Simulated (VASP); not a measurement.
**Mg2Si: single point with r2SCAN**

Mg2Si:

```
Mg Si
1.0
     0.00000    3.20035    3.20035
     3.20035    0.00000    3.20035
     3.20035    3.20035    0.00000
Mg Si
2 1
Direct
  0.25000 0.25000 0.25000
  0.75000 0.75000 0.75000
  0.00000 0.00000 0.00000
```

* Program: VASP 6.6.1
* Task: single point
* Functional: r2SCAN
* Potentials or basis: VASP PAW PBE potentials, release 64 (Mg, Si)
* Cutoff: 660 eV
* k mesh: 6 × 6 × 6
* Occupations: gaussian, width 0.01 eV
* Spin: no spin polarisation
* Dipole correction: no
* Further INCAR settings: ALGO = Normal; EDIFF = 1e-06; NBANDS = 11

| Quantity | Value |
| --- | --- |
| Pressure | -1.9 GPa |
| Band gap on the k mesh | 0.48 eV (least direct gap 2.31 eV) |

Levels at points of the mesh, in eV from the valence-band top:
| k point | band 1 | band 2 | band 3 | band 4 | band 5 | band 6 | band 7 | band 8 |
| --- | --- | --- | --- | --- | --- | --- | --- | --- |
| (0.00, 0.00, 0.00) | -9.41 | 0.00 | 0.00 | 0.00 | 2.31 | 2.79 | 2.79 | 2.79 |
| (0.50, 0.00, 0.00) | -7.97 | -4.82 | -0.73 | -0.73 | 1.62 | 2.80 | 2.80 | 5.55 |
| (0.50, 0.50, 0.00) | -7.40 | -4.49 | -2.00 | -2.00 | 0.48 | 0.70 | 8.50 | 8.50 |

It took 92 s on 1 thread of Intel(R) Xeon(R) Platinum 8559C (Emerald Rapids), on a shared host, peak memory 0.26 GiB.

Caveat: the PAW data sets were made with another functional, which shifts forces and pressure a little. A k mesh can miss the band edges.
